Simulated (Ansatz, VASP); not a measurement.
## One calculation of BN, two programs

```
B N
1.0
     4.36520    0.00000    0.00000
     0.00000    4.36520    0.00000
     0.00000    0.00000    2.76650
B N
4 4
Direct
  0.17413 0.82587 0.50000
  0.32587 0.32587 0.00000
  0.67413 0.67413 0.00000
  0.82587 0.17413 0.50000
  0.81239 0.81239 0.50000
  0.31239 0.68761 0.00000
  0.68761 0.31239 0.00000
  0.18761 0.18761 0.50000
```

Alike in both runs: task single point; functional PBEsol; k mesh 6 × 6 × 10; occupations gaussian, width 0.05 eV; no spin polarisation.

|  | VASP | Ansatz |
| --- | --- | --- |
| version | VASP 6.6.1 | Ansatz 0.2.0 |
| potentials or method | VASP PAW PBE potentials, release 64 (B, N), cutoff 520 eV | scalar-relativistic, plane waves, PAW |
| valence electrons in the cell | 32 | 32 |

|  | VASP | Ansatz | Ansatz less VASP |
| --- | --- | --- | --- |
| gap on the k mesh at the Fermi level (eV) | 4.38 | 4.38 | +0.003 |
| least direct gap on the mesh (eV) | 4.38 | 4.38 | +0.003 |
| pressure (GPa) | -21.9 | -22.4 | -0.46 |
| traceless stress, the component that is largest in VASP (GPa) | -44.06 | -43.76 | +0.308 |
| rms of the force components (eV/Å) | 0.242 | 0.227 | -0.0154 |

VASP's potentials were made for PBE, not for PBEsol, and Ansatz warns of the same on its side. Atom by atom the forces differ by 0.019 eV/Å (rms over components).
